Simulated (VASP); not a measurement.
NaI, 2 atoms in the cell. It takes space group Fm-3m (No. 225, cubic). The conventional cell has a = 5.673 Å, b = 5.673 Å, c = 5.673 Å, α = 90.00°, β = 90.00°, γ = 90.00°. Within 3.7 Å of Na (site symmetry m-3m) lie 6 I at 2.84 Å. Within 3.7 Å of I (site symmetry m-3m) lie 6 Na at 2.84 Å. 

| Property | Result |
| --- | --- |
| Program | VASP 6.6.1 |
| Task | single point |
| Functional | PBE |
| Potentials or basis | VASP PAW PBE potentials, release 64 (Na_pv, I) |
| Cutoff | 500 eV |
| k mesh | 3 × 3 × 3 |
| Occupations | gaussian, width 0.01 eV |
| Spin | no spin polarisation |
| Dipole correction | no |
| Further INCAR settings | ALGO = Normal; EDIFF = 1e-06; NBANDS = 14 |

Potentials or basis: VASP PAW PBE potentials, release 64 (Na_pv, I).

Command:

```sh
$ cat potpaw_PBE.64/Na_pv/POTCAR potpaw_PBE.64/I/POTCAR > POTCAR
$ mpirun -np 1 vasp_std > vasp.out
```

Hardware: 1 thread of AMD EPYC 7R13, on a shared host.

Q: Estimate the wall time of this run.

A: It took 8.1 s on 1 thread of AMD EPYC 7R13, with other jobs on the host, peak memory 0.13 GiB. Counts: scf iterations 11, k points 4.
